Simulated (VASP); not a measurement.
A run of VASP 6.6.1:

File POSCAR:

```
BN
1.0
    0.0000000000      1.8130010000      1.8130010000
    1.8130010000      0.0000000000      1.8130010000
    1.8130010000      1.8130010000      0.0000000000
N B
1 1
Direct
    0.2500000000      0.2500000000      0.2500000000
    0.0000000000      0.0000000000      0.0000000000
```

INCAR.step1

```
SYSTEM = BN
PREC = Accurate
ENCUT = 520
EDIFF = 1E-5
ISMEAR = -1
SIGMA = 0.05
LREAL = .FALSE.
LASPH = .TRUE.
NELM = 60
ALGO = Normal
ISIF = 2
LWAVE = .TRUE.
GGA = PE
NBANDS = 11
```

Contents of INCAR.step2:

```
SYSTEM = BN
PREC = Accurate
ENCUT = 520
EDIFF = 1E-6
ISMEAR = -1
SIGMA = 0.05
LREAL = .FALSE.
LASPH = .TRUE.
NELM = 60
ALGO = Normal
ISIF = 2
LWAVE = .FALSE.
LCHARG = .TRUE.
GGA = PE
LHFCALC = .TRUE.
AEXX = 0.35
PRECFOCK = Normal
LELF = .TRUE.
LVHAR = .TRUE.
ISTART = 1
NBANDS = 11
```

The input KPOINTS:

```
Automatic mesh
0
G
  7 7 7
  0 0 0
```

Potentials or basis: VASP PAW PBE potentials, release 64 (N, B).

Command:

```console
$ cat potpaw_PBE.64/N/POTCAR potpaw_PBE.64/B/POTCAR > POTCAR
$ cp INCAR.step1 INCAR
$ mpirun -np 1 vasp_std > vasp.out
$ cp INCAR.step2 INCAR
$ mpirun -np 1 vasp_std > vasp.out
```

Hardware: 1 thread of Intel Xeon 8259CL (shared host).

Problem. How long does it take, and how much memory?

Solution. Run time: 6.7 min on 1 thread of Intel Xeon 8259CL (shared host), peak memory 0.1 GiB. Counts: k points 20.
